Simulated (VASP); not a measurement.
A run of VASP 6.6.1:

The input INCAR:

```
SYSTEM = Cu
PREC = Accurate ; ENCUT = 600
EDIFF = 1E-6 ; ISMEAR = -1
SIGMA = 0.05 ; LREAL = .FALSE.
LASPH = .TRUE. ; NELM = 100
ALGO = Fast ; ISIF = 3
LWAVE = .FALSE. ; LCHARG = .FALSE.
GGA = PS ; IBRION = 2
NSW = 60 ; EDIFFG = -0.01
PSTRESS = 20.0
```

Contents of KPOINTS:

```
regular mesh
0
G
  13 12 13
  0 0 0
```

POSCAR

```
Cu
1.0
   -0.0044255800      1.7884307700      1.8385346600
    1.8229069400     -0.0174867600      1.8515958300
    1.7828182100      1.7614032200      0.0226019700
Cu
1
Direct
    0.0000000000      0.0000000000      0.0000000000
```

Potentials or basis: VASP PAW PBE potentials, release 64 (Cu).

Launch:

```bash
$ cat potpaw_PBE.64/Cu/POTCAR > POTCAR
$ mpirun -np 1 vasp_std > vasp.out
```

Hardware: 1 thread of Intel(R) Xeon(R) Platinum 8259CL CPU @ 2.50GHz (Skylake/Cascade Lake) (shared host).

Q: Estimate the wall time of this run.

A: Run time: 32 min on 1 thread of Intel(R) Xeon(R) Platinum 8259CL CPU @ 2.50GHz (Skylake/Cascade Lake) (shared host), peak memory 0.37 GiB. Counts: scf iterations 217, k points 1015, ion steps 42.
